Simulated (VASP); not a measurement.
AlN:

```
Al N
1.0
     0.11577    1.96841    2.07553
     2.02385   -0.08142    2.27272
     2.12861    2.27036   -0.18618
Al N
1 1
Cartesian
  -0.1155 -0.0765 -0.0869
  3.3167 3.1945 3.2085
```

This cell differs from its parent crystal: all atoms moved at random, sigma 0.1 Å a component, cell strained at random, sigma 0.1.

```yaml
Program: VASP 6.6.1
Task: relaxation of the atoms
Functional: PBE
Potentials_or_basis: VASP PAW PBE potentials, release 64 (Al, N)
Cutoff: 520 eV
k_mesh: 8 × 8 × 8
Occupations: gaussian, width 0.05 eV
Spin: no spin polarisation
```

At the start: pressure 63.2 GPa; volume 9.78 Å³/atom.

Question: How do energy, volume and symmetry change on relaxing?

Answer: Over 29 steps the energy falls by 784.3 meV/atom; space group P1 (No. 1, to 0.05 Å).

The path:
| step | energy change (eV) | largest force (eV/Å) | pressure (GPa) |
| --- | --- | --- | --- |
| 1 | 0.0000 | 14.0376 | 63.17 |
| 2 | -0.8213 | 3.4433 | 17.44 |
| 3 | -1.0004 | 2.5789 | 7.18 |
| 4 | -1.3137 | 1.1985 | -11.64 |
| 5 | -1.3190 | 1.7002 | -16.91 |
| 6 | -1.4436 | 0.2362 | -21.01 |
| 7 | -1.4470 | 0.2263 | -21.59 |
| 8 | -1.4516 | 0.1724 | -21.80 |
| 9 | -1.4554 | 0.2902 | -21.88 |
| 10 | -1.4583 | 0.3082 | -21.87 |
| 11 | -1.4683 | 0.3682 | -21.59 |
| 12 | -1.4916 | 0.4766 | -19.79 |
| 13 | -1.4737 | 1.1747 | -10.45 |
| 14 | -1.5009 | 0.5245 | -18.29 |
| 15 | -1.5024 | 0.7082 | -14.79 |
| 16 | -1.5046 | 0.5855 | -16.76 |
| 17 | -1.5093 | 0.6094 | -15.87 |
| 18 | -1.5166 | 0.7516 | -12.72 |
| 19 | -1.5283 | 0.7067 | -11.95 |
| 20 | -1.5551 | 0.4945 | -9.17 |
| 21 | -1.5323 | 0.8185 | -1.23 |
| 22 | -1.5616 | 0.3560 | -7.43 |
| 23 | -1.5622 | 0.3142 | -6.64 |
| 24 | -1.5657 | 0.2059 | -7.59 |
| 25 | -1.5686 | 0.0185 | -9.66 |
| 26 | -1.5686 | 0.0170 | -9.54 |
| 27 | -1.5686 | 0.0188 | -9.49 |
| 28 | -1.5687 | 0.0113 | -9.43 |
| 29 | -1.5687 | 0.0060 | -9.36 |

Final structure:
```cif
data_structure
_symmetry_space_group_name_H-M 'P 1'
_symmetry_Int_Tables_number 1
_cell_length_a 2.8628
_cell_length_b 3.0443
_cell_length_c 3.1177
_cell_angle_alpha 67.056
_cell_angle_beta 60.987
_cell_angle_gamma 56.651
_cell_volume 19.57
loop_
_atom_site_label
_atom_site_type_symbol
_atom_site_fract_x
_atom_site_fract_y
_atom_site_fract_z
_atom_site_occupancy
Al1 Al 0.10870 0.06916 0.18996 1
N1 N 0.64130 0.68084 0.56004 1
```

Caveat: the cell differs from its parent crystal (all atoms moved at random, sigma 0.1 Å a component, cell strained at random, sigma 0.1).
